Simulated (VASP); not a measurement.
# Ir (Fm-3m) in VASP: a series of runs, part 2 of 2

VASP 6.6.1. The steps go on from the part before.

### 5 Single point, PBEsol

This run uses another cell than the first one, of 14.41 Å³/atom, 1.079 times its volume.

INCAR

```
ALGO = Normal
EDIFF = 1E-6
ENCUT = 500
GGA = PS
GGA_COMPAT = False
ISIF = 2
ISMEAR = -1
LASPH = True
LCHARG = False
LREAL = False
LWAVE = False
NBANDS = 10
NELM = 120
PREC = Accurate
SIGMA = 0.05
```

KPOINTS

```
k-points
0
Gamma
  13 13 13
```

POSCAR

```
Ir
1.0
    0.0000000000      1.9314321229      1.9314321229
    1.9314321229      0.0000000000      1.9314321229
    1.9314321229      1.9314321229      0.0000000000
Ir
1
Direct
    0.0000000000      0.0000000000      0.0000000000
```

Potentials or basis: VASP PAW PBE potentials, release 64 (Ir).

The run is started by

```sh
$ cat potpaw_PBE.64/Ir/POTCAR > POTCAR
$ mpirun -np 1 vasp_std > vasp.out
```

OUTCAR:

```text
EDIFF = 1E-6
   ENCUT = 500
   GGA = PS
   ISIF = 2
   ISMEAR = -1
   LASPH = True
   LREAL = False
   NELM = 120
   PREC = Accurate

 ion  position               nearest neighbor table
   1  0.000  0.000  0.000-

  LATTYP: Found a face centered cubic cell.
 ALAT       =     3.8628642458

  Lattice vectors:

 A1 = (   0.0000000000,   1.9314321229,   1.9314321229)
 A2 = (   1.9314321229,   0.0000000000,   1.9314321229)
 A3 = (   1.9314321229,   1.9314321229,   0.0000000000)

Analysis of symmetry for initial positions (statically):
=====================================================================
 Subroutine PRICEL returns:
 Original cell was already a primitive cell.

 Routine SETGRP: Setting up the symmetry group for a
 face centered cubic supercell.

 Subroutine GETGRP returns: Found 48 space group operations
 (whereof 48 operations were pure point group operations)
 out of a pool of 48 trial point group operations.

The static configuration has the point symmetry O_h .

Analysis of symmetry for dynamics (positions and initial velocities):
=====================================================================
 Subroutine PRICEL returns:
 Original cell was already a primitive cell.

 Routine SETGRP: Setting up the symmetry group for a
 face centered cubic supercell.

 Subroutine GETGRP returns: Found 48 space group operations
 (whereof 48 operations were pure point group operations)
 out of a pool of 48 trial point group operations.

The dynamic configuration has the point symmetry O_h .

 Subroutine INISYM returns: Found 48 space group operations
 (whereof 48 operations are pure point group operations),
 and found     1 'primitive' translations

----------------------------------------------------------------------------------------

                                     Primitive cell

  volume of cell :      14.4101

  direct lattice vectors                    reciprocal lattice vectors
     0.000000000  1.931432123  1.931432123    -0.258875264  0.258875264  0.258875264
[... 105 lines left out ...]
  volume/ion in A,a.u.               =      14.41        97.24
  Fermi-wavevector in a.u.,A,eV,Ry     =   1.399371  2.644428 26.643464  1.958239
  Thomas-Fermi vector in A             =   2.522437
   LORBIT       =      0    0 simple, 1 ext, 2 COOP (PROOUT), +10 PAW based schemes
   GGA     = PS    functional components
   LHFCALC =     F    Hartree Fock is set to
   AEXX    =    0.0000 exact exchange contribution
   IVDW    =     0    specifies the selected vdW correction
   LEPSILON=     F    determine dielectric tensor
   LRPA    =     F    only Hartree local field effects (RPA)
 non-spin polarized calculation
  energy-cutoff  :      500.00
  volume of cell :       14.41
 maximum number of plane-waves:       375
   NGX =  9   NGY =  9   NGZ =  9

 number of electron       9.0000000 magnetization

 Free energy of the ion-electron system (eV)
  ---------------------------------------------------
  ext. energy  EPLUGINS =         0.00000000
  ---------------------------------------------------
  free energy    TOTEN  =        -9.80770671 eV

  energy without entropy =       -9.79754595  energy(sigma->0) =       -9.80262633

 E-fermi :   9.9428     XC(G=0): -13.9930

 val. band max:        9.9033813793   @ k =  -0.4615   0.4615   0.0000
 cond. band min:       9.9737081200   @ k =   0.3077   0.2308   0.0000
 fundamental gap:      0.0703267407
 Fermi energy:         9.9427845230

 k-point     1 :       0.0000    0.0000    0.0000
  band No.  band energies     occupation
      1      -1.0638      2.00000
      2       6.1352      2.00000
      3       6.1352      2.00000
      4       6.1352      2.00000
      5       8.7761      2.00000
      6       8.7761      2.00000
      7      24.2789      0.00000
      8      29.7464      0.00000
      9      29.7464      0.00000
     10      29.7464      0.00000
[... 287 lines left out ...]
 k-point    24 :       0.4615    0.1538    0.0000
  band No.  band energies     occupation
      1       2.7183      2.00000
      2       5.4254      2.00000
      3       6.4050      2.00000
      4       6.9207      2.00000
      5      10.8756      0.00000
      6      12.0252      0.00000
      7      18.3852      0.00000
      8      25.4704      0.00000
      9      28.1522      0.00000
     10      29.3563      0.00000

 [... further k-points ...]
[... 5 lines left out ...]
  --------------------------------------------------------------------------------------
  -------------------------------------------------------------------------------------
  Total       -0.7327433     -0.7327433     -0.7327433      0.0000000      0.0000000     -0.0000000
  in kB      -81.4693183    -81.4693183    -81.4693183      0.0000000      0.0000000     -0.0000000
  external PRESSURE =     -81.4693183 kB  Pullay stress =       0.0000000 kB

 VOLUME and BASIS-vectors are now :
 -----------------------------------------------------------------------------
  energy-cutoff  :      500.00
  volume of cell :       14.41
      direct lattice vectors                 reciprocal lattice vectors
     0.000000000  1.931432123  1.931432123    -0.258875264  0.258875264  0.258875264
     1.931432123  0.000000000  1.931432123     0.258875264 -0.258875264  0.258875264
     1.931432123  1.931432123  0.000000000     0.258875264  0.258875264 -0.258875264

 POSITION                                       TOTAL-FORCE (eV/Angst)
 -----------------------------------------------------------------------------------
      0.00000      0.00000      0.00000         0.000000      0.000000     -0.000000
 -----------------------------------------------------------------------------------
    total drift:                               -0.000000     -0.000000     -0.000000

  FREE ENERGIE OF THE ION-ELECTRON SYSTEM (eV)
  ---------------------------------------------------
  free  energy   TOTEN  =        -9.8077067147 eV

  energy  without entropy=       -9.7975459488  energy(sigma->0) =       -9.80262633
```

stdout:

```text
POSCAR found type information on POSCAR Ir
 POSCAR found :  1 types and       1 ions
 scaLAPACK will be used
 -----------------------------------------------------------------------------
|                                                                             |
|                                                                             |
|     You enforced a specific xc type in the INCAR file but a different       |
|     I HOPE YOU KNOW WHAT YOU ARE DOING!                                     |
|                                                                             |
 -----------------------------------------------------------------------------

 LDA part: xc-table for (Slater+PW92), standard interpolation
 POSCAR, INCAR and KPOINTS ok, starting setup
 FFT: planning ... GRIDC
 FFT: planning ... GRID_SOFT
 FFT: planning ... GRID
 WAVECAR not read
 entering main loop
```

Wall time 10 s (1 thread of AMD EPYC 9R45 (Zen 5), shared host); peak memory 0.1 GiB.

What came out:

- Free energy: -9.8077 eV
- Pressure: -8.1 GPa

Levels at points of the mesh, in eV from the Fermi level:
```csv
k point,band 1,band 2,band 3,band 4,band 5,band 6,band 7,band 8,band 9
"(0.00, 0.00, 0.00)",-11.01,-3.81,-3.81,-3.81,-1.17,-1.17,14.34,19.80,19.80
```

Caveat: the PAW data sets were made with another functional, which shifts forces and pressure a little; spin-orbit coupling is left out, which moves the levels of the heavy elements.

### 6 The runs side by side

```tsv
cell	gap on the mesh (eV)	pressure (GPa)
a = 2.663 Å, angles 60.0°, 1 atom	none	24.0
a = 2.686 Å, angles 60.0°, 1 atom	none	11.6
a = 2.709 Å, angles 60.0°, 1 atom	none	1.0
a = 2.731 Å, angles 60.0°, 1 atom	none	-8.1
```

Alike in all rows: task single point; level PBEsol; potentials or basis VASP PAW PBE potentials, release 64 (Ir); no spin polarisation; k mesh 13 × 13 × 13; cutoff (eV) 500; smearing fermi-dirac 0.05 eV.

Caveats: the PAW data sets were made with another functional, which shifts forces and pressure a little; spin-orbit coupling is left out, which moves the levels of the heavy elements.

Absolute energies hang on the potentials; compare differences alone.
